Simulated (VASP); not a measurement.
A run of VASP 6.6.1:

INCAR

```
PREC = Accurate
ENCUT = 520
EDIFF = 1E-7
ISMEAR = 0
SIGMA = 0.05
LREAL = F
LASPH = T
NELM = 100
ALGO = Normal
ISIF = 2
LWAVE = F
LCHARG = F
NBANDS = 11
```

Contents of KPOINTS:

```
regular mesh
0
Gamma
  10 10 10
```

Contents of POSCAR:

```
Si
1.0
    0.0000000000      3.0481654620      2.1550529816
    3.0481654620      0.0000000000      2.1550529816
    3.0481654620      3.0481654620      0.0000000000
Si
2
Direct
    0.5000000000      0.5000000000      0.5000000000
    0.7500000000      0.7500000000      0.7500000000
```

Potentials or basis: VASP PAW LDA potentials, release 64 (Si).

Run with:

```console
$ cat potpaw_LDA.64/Si/POTCAR > POTCAR
$ mpirun -np 1 vasp_std > vasp.out
```

Hardware: 1 thread of Intel Xeon 6975P-C, with other jobs on the host.

Q: Estimate the wall time of this run.

A: Run time: 16 s on 1 thread of Intel Xeon 6975P-C, on a shared host, peak memory 0.16 GiB. Counts: scf iterations 12, k points 102.
